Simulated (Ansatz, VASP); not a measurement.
One calculation of Ag, two programs

Contents of INCAR:

```
PREC = Accurate ; ENCUT = 520
EDIFF = 1E-7 ; ISMEAR = -1
SIGMA = 0.1 ; LREAL = F
LASPH = T ; NELM = 100
ALGO = Normal ; ISIF = 2
LWAVE = F ; LCHARG = F
GGA = PE ; NBANDS = 24
```

Contents of KPOINTS:

```
Automatic mesh
0
Gamma
  9 9 13
```

POSCAR

```
Ag
1.0
    4.8488176270      0.0000000000      0.0000000000
   -2.4244088135      4.1991992433      0.0000000000
    0.0000000000      0.0000000000      2.9043851022
Ag
3
Direct
    0.0000000000      1.0000000000      0.0000000000
    0.3333333333      0.6666666667      0.5000000000
    0.6666666667      0.3333333333      0.5000000000
```

Input for Ansatz:

```yaml
crystal:
  lattice:
    - [4.848817627, 0.0, 0.0]
    - [-2.4244088135, 4.1991992433, 0.0]
    - [0.0, 0.0, 2.9043851022]
  atoms:
    - { symbol: Ag, position: [0.0, 1.0, 0.0] }
    - { symbol: Ag, position: [0.3333333333, 0.6666666667, 0.5] }
    - { symbol: Ag, position: [0.6666666667, 0.3333333333, 0.5] }
hamiltonian:
  xc: pbe
  pseudopotentials:
    kind: paw
    azcp:
      Ag: "pseudopotentials/Ag.paw.azcp"
basis:
  ecutwfc: 420
  fft_grid_basis: typed
kpoints:
  mp_grid: { grid: [9, 9, 13], shift: [0, 0, 0] }
magnetization:
  spin_polarized: false
scf:
  occupations: { method: fermi_dirac, width: 0.1 }
  lower_state_search: "off"
output:
  stress: true
```

Alike in both runs: task single point; functional PBE; k mesh 9 × 9 × 13; occupations fermi-dirac, width 0.1 eV; no spin polarisation.

```csv
,VASP,Ansatz
version,VASP 6.6.1,Ansatz 0.2.0
potentials or method,"VASP PAW PBE potentials, release 64 (Ag), cutoff 520 eV","plane waves (420 eV) with PAW, scalar-relativistic"
valence electrons in the cell,33,57
```

```csv
,VASP,Ansatz,Ansatz less VASP
pressure (GPa),-5.4,-5.3,+0.05
```

VASP's potentials hold 33 valence electrons a cell and Ansatz's 57, so a difference there can come from the potentials and not from the codes.
